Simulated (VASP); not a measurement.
# Si4Mo3 (P6/mmm) in VASP: notebook, part 2 of 2

VASP 6.6.1. Earlier steps stand in the parts before.

## (3) Single point, PBE

This run uses another cell than the first one, of 15.23 Å³/atom, 1.005 times its volume.

Contents of INCAR:

```
PREC = Accurate ; ENCUT = 520
EDIFF = 1E-7 ; ISMEAR = 0
SIGMA = 0.1 ; LREAL = F
LASPH = T ; NELM = 60
ALGO = Normal ; ISIF = 2
LWAVE = F ; LCHARG = F
GGA = PE ; NBANDS = 38
```

Contents of KPOINTS:

```
Automatic mesh
0
Gamma
  6 6 8
```

Contents of POSCAR:

```
Si4Mo3
1.0
    5.2595702200      0.0000000000      0.0000000000
   -2.6297851100      4.5549214235      0.0000000000
    0.0000000000      0.0000000000      4.4486721376
Si Mo
4 3
Direct
    0.0000000000      0.0000000000      0.7490231452
    0.0000000000      0.0000000000      0.2509768548
    0.3333333333      0.6666666667      0.0000000000
    0.6666666667      0.3333333333      0.0000000000
    0.5000000000      0.0000000000      0.5000000000
    0.0000000000      0.5000000000      0.5000000000
    0.5000000000      0.5000000000      0.5000000000
```

Potentials or basis: VASP PAW PBE potentials, release 64 (Si, Mo_sv).

Run with:

```
$ cat potpaw_PBE.64/Si/POTCAR potpaw_PBE.64/Mo_sv/POTCAR > POTCAR
$ mpirun -np 1 vasp_std > vasp.out
```

OUTCAR:

```text
PREC = Accurate
   ENCUT = 520
   EDIFF = 1E-7
   ISMEAR = 0
   LREAL = F
   LASPH = T
   NELM = 60
   ISIF = 2
   GGA = PE

 ion  position               nearest neighbor table
   1  0.000  0.000  0.749-   2 2.22   2 2.23   6 2.85   7 2.85   6 2.85   7 2.85   5 2.85   5 2.85

   2  0.000  0.000  0.251-   1 2.22   1 2.23   7 2.85   6 2.85   6 2.85   7 2.85   5 2.85   5 2.85

   3  0.333  0.667  0.000-   5 2.69   5 2.69   6 2.69   6 2.69   7 2.69   7 2.69   4 3.04   4 3.04
                             4 3.04
   4  0.667  0.333  0.000-   5 2.69   5 2.69   6 2.69   6 2.69   7 2.69   7 2.69   3 3.04   3 3.04
                             3 3.04
   5  0.500  0.000  0.500-   6 2.63   7 2.63   7 2.63   6 2.63   3 2.69   4 2.69   3 2.69   4 2.69
                             1 2.85   1 2.85   2 2.85   2 2.85
   6  0.000  0.500  0.500-   5 2.63   5 2.63   7 2.63   7 2.63   3 2.69   4 2.69   3 2.69   4 2.69
                             1 2.85   2 2.85   1 2.85   2 2.85
   7  0.500  0.500  0.500-   5 2.63   5 2.63   6 2.63   6 2.63   3 2.69   4 2.69   3 2.69   4 2.69
                             1 2.85   2 2.85   1 2.85   2 2.85

  LATTYP: Found a hexagonal cell.
 ALAT       =     5.2595702200
 C/A-ratio  =     0.8458242692

  Lattice vectors:

 A1 = (   5.2595702200,   0.0000000000,   0.0000000000)
 A2 = (  -2.6297851100,   4.5549214235,   0.0000000000)
 A3 = (   0.0000000000,   0.0000000000,   4.4486721376)

Analysis of symmetry for initial positions (statically):
=====================================================================
 Subroutine PRICEL returns:
 Original cell was already a primitive cell.

 Routine SETGRP: Setting up the symmetry group for a
 hexagonal supercell.

 Subroutine GETGRP returns: Found 24 space group operations
 (whereof 24 operations were pure point group operations)
 out of a pool of 24 trial point group operations.

The static configuration has the point symmetry D_6h.

Analysis of symmetry for dynamics (positions and initial velocities):
=====================================================================
 Subroutine PRICEL returns:
 Original cell was already a primitive cell.

 Routine SETGRP: Setting up the symmetry group for a
 hexagonal supercell.

 Subroutine GETGRP returns: Found 24 space group operations
 (whereof 24 operations were pure point group operations)
 out of a pool of 24 trial point group operations.

The dynamic configuration has the point symmetry D_6h.

 Subroutine INISYM returns: Found 24 space group operations
 (whereof 24 operations are pure point group operations),
 and found     1 'primitive' translations

----------------------------------------------------------------------------------------

                                     Primitive cell

  volume of cell :     106.5765

  direct lattice vectors                    reciprocal lattice vectors
     5.259570220  0.000000000  0.000000000     0.190129603  0.109771378  0.000000000
    -2.629785110  4.554921423  0.000000000     0.000000000  0.219542755  0.000000000
     0.000000000  0.000000000  4.448672138     0.000000000  0.000000000  0.224786176

  length of vectors
     5.259570220  5.259570220  4.448672138     0.219542755  0.219542755  0.224786176

[... 50 lines left out ...]
  0.500000  0.000000  0.000000      3.000000
  0.166667  0.166667  0.000000      6.000000
  0.333333  0.166667  0.000000     12.000000
[... 16 lines left out ...]
  0.166667 -0.000000  0.375000     12.000000
  0.333333  0.000000  0.375000     12.000000
 [... further k-points ...]
   k-points           NKPTS =     35   k-points in BZ     NKDIM =     35   number of bands    NBANDS=     38
   number of dos      NEDOS =    301   number of ions     NIONS =      7
   total plane-waves  NPLWV =  57600
   dimension x,y,z NGX =    40 NGY =   40 NGZ =   36
   dimension x,y,z NGXF=    80 NGYF=   80 NGZF=   72
   ions per type =               4   3
   NGX,Y,Z   is equivalent  to a cutoff of  12.64, 12.64, 13.45 a.u.
   NGXF,Y,Z  is equivalent  to a cutoff of  25.29, 25.29, 26.91 a.u.
 SYSTEM =  unknown system
   PREC   = accura    normal or accurate (medium, high low for compatibility)
   ISTART =      0    job   : 0-new  1-cont  2-samecut
   ICHARG =      2    charge: 1-file 2-atom 10-const
   ISPIN  =      1    spin polarized calculation?
   LNONCOLLINEAR =      F non collinear calculations
   LSORBIT =      F    spin-orbit coupling
   LASPH  =      T    aspherical Exc in radial PAW
   ENCUT  =  520.0 eV  38.22 Ry    6.18 a.u.   9.78  9.78  8.27*2*pi/ulx,y,z
   NELM   =     60;   NELMIN=  2; NELMDL= -5     # of ELM steps
   EDIFF  = 0.1E-06   stopping-criterion for ELM
   LREAL  =      F    real-space projection
   EDIFFG = 0.1E-05   stopping-criterion for IOM
   NSW    =      0    number of steps for IOM
   IBRION =     -1    ionic relax: 0-MD 1-quasi-New 2-CG
   NFREE  =      0    steps in history (QN), initial steepest desc. (CG)
   ISIF   =      2    stress and relaxation
   ISYM   =      2    0-nonsym 1-usesym 2-fastsym
   POTIM  = 0.5000    time-step for ionic-motion
   TEBEG  =    0.0;   TEEND  =   0.0 temperature during run
   PSTRESS=    0.0 pullay stress
   NELECT =      58.0000    total number of electrons
   NUPDOWN=      -1.0000    fix difference up-down
   EMIN   =  10.00;   EMAX   =-10.00  energy-range for DOS
   EFERMI =   0.00;   METHOD = LEGACY
   ISMEAR =     0;   SIGMA  =   0.10  broadening in eV -4-tet -1-fermi 0-gaus
   EFERMI_NEDOS =   21; number of points for ismear=-14 and -15
   IALGO  =     38    algorithm
   IMIX   =      4    mixing-type and parameters
     AMIX     =   0.40;   BMIX     =  1.00
     AMIX_MAG =   1.60;   BMIX_MAG =  1.00
  volume/ion in A,a.u.               =      15.23       102.74
  Fermi-wavevector in a.u.,A,eV,Ry     =   1.336586  2.525782 24.306301  1.786463
  Thomas-Fermi vector in A             =   2.465201
   LORBIT       =      0    0 simple, 1 ext, 2 COOP (PROOUT), +10 PAW based schemes
   GGA     = PE    functional components
   LHFCALC =     F    Hartree Fock is set to
   AEXX    =    0.0000 exact exchange contribution
   IVDW    =     0    specifies the selected vdW correction
   LEPSILON=     F    determine dielectric tensor
   LRPA    =     F    only Hartree local field effects (RPA)
 non-spin polarized calculation
 Gauss-broadening in eV      SIGMA  =   0.10
  energy-cutoff  :      520.00
  volume of cell :      106.58
 maximum number of plane-waves:      2888
 NGX is ok and might be reduce to    40
   NGX = 19   NGY = 19   NGZ = 17

 number of electron      57.9999997 magnetization

 Free energy of the ion-electron system (eV)
  ---------------------------------------------------
  ext. energy  EPLUGINS =         0.00000000
  ---------------------------------------------------
  free energy    TOTEN  =       -53.88668746 eV

  energy without entropy =      -53.86009882  energy(sigma->0) =      -53.87339314

 E-fermi :  11.1684     XC(G=0): -12.0148

 val. band max:       11.1625546049   @ k =   0.1667  -0.0000   0.3750
 cond. band min:      11.2051540941   @ k =   0.3333   0.1667   0.3750
 fundamental gap:      0.0425994892
 Fermi energy:        11.1684365200

 k-point     1 :       0.0000    0.0000    0.0000
  band No.  band energies     occupation
      1     -50.1163      2.00000
      2     -49.8567      2.00000
      3     -49.8567      2.00000
      4     -25.1141      2.00000
      5     -24.5594      2.00000
      6     -24.5594      2.00000
[... 973 lines left out ...]
     37      13.7440      0.00000
     38      13.9877      0.00000

 [... further k-points ...]

------------------------ aborting loop because EDIFF is reached ----------------------------------------

  FORCE on cell =-STRESS in cart. coord.  units (eV):
  Direction    XX          YY          ZZ          XY          YZ          ZX
  --------------------------------------------------------------------------------------
  -------------------------------------------------------------------------------------
  Total        0.1575272      0.1575272      0.0272128      0.0000000     -0.0000000      0.0000000
  in kB        2.3681243      2.3681243      0.4090936      0.0000000     -0.0000000      0.0000000
  external PRESSURE =       1.7151141 kB  Pullay stress =       0.0000000 kB

 VOLUME and BASIS-vectors are now :
 -----------------------------------------------------------------------------
  energy-cutoff  :      520.00
  volume of cell :      106.58
      direct lattice vectors                 reciprocal lattice vectors
     5.259570220  0.000000000  0.000000000     0.190129603  0.109771378  0.000000000
    -2.629785110  4.554921423  0.000000000     0.000000000  0.219542755  0.000000000
     0.000000000  0.000000000  4.448672138     0.000000000  0.000000000  0.224786176

 POSITION                                       TOTAL-FORCE (eV/Angst)
 -----------------------------------------------------------------------------------
      0.00000      0.00000      3.33216         0.000000     -0.000000      0.003530
      0.00000      0.00000      1.11651        -0.000000      0.000000     -0.003530
     -0.00000      3.03661      0.00000        -0.000000     -0.000000     -0.000000
      2.62979      1.51831      0.00000         0.000000     -0.000000      0.000000
      2.62979      0.00000      2.22434         0.000000      0.000000     -0.000000
     -1.31489      2.27746      2.22434         0.000000      0.000000     -0.000000
      1.31489      2.27746      2.22434         0.000000      0.000000     -0.000000
 -----------------------------------------------------------------------------------
    total drift:                               -0.000000      0.000000     -0.000000

  FREE ENERGIE OF THE ION-ELECTRON SYSTEM (eV)
  ---------------------------------------------------
  free  energy   TOTEN  =       -53.8866874581 eV

  energy  without entropy=      -53.8600988201  energy(sigma->0) =      -53.87339314
```

Run time: 72 s. Hardware: 1 thread of Intel Xeon Platinum 8559C (Emerald Rapids), shared host; peak memory 0.29 GiB.

What came out:

```yaml
Free_energy: -53.8867 eV
Pressure: 0.2 GPa
Largest_force: 0.004 eV/Å
Band_gap_on_the_k_mesh: zero (band 29 reaches 12.09 eV, above the bottom of band 30 at 10.55 eV)
```

Forces in eV/Å, atoms in the order of the input:
```
Si   0.000  0.000  0.004
Si   0.000  0.000 -0.004
Si   0.000  0.000  0.000
Si   0.000  0.000  0.000
Mo   0.000  0.000  0.000
Mo   0.000  0.000  0.000
Mo   0.000  0.000  0.000
```

Levels at points of the mesh, in eV from the Fermi level:
```tsv
k point	band 25	band 26	band 27	band 28	band 29	band 30	band 31	band 32	band 33	band 34
(0.00, 0.00, 0.00)	-3.47	-3.37	-3.37	-0.04	0.92	0.92	1.04	1.23	1.54	1.54
(0.50, 0.00, 0.00)	-2.18	-2.00	-1.79	-0.93	-0.29	1.05	1.07	1.16	1.45	1.53
(0.00, 0.00, 0.50)	-2.42	-2.42	-0.89	-0.47	-0.47	1.00	1.00	1.07	1.07	1.10
(0.50, 0.00, 0.50)	-1.91	-1.62	-1.40	-1.06	-0.95	-0.54	-0.37	0.43	0.90	1.22
```
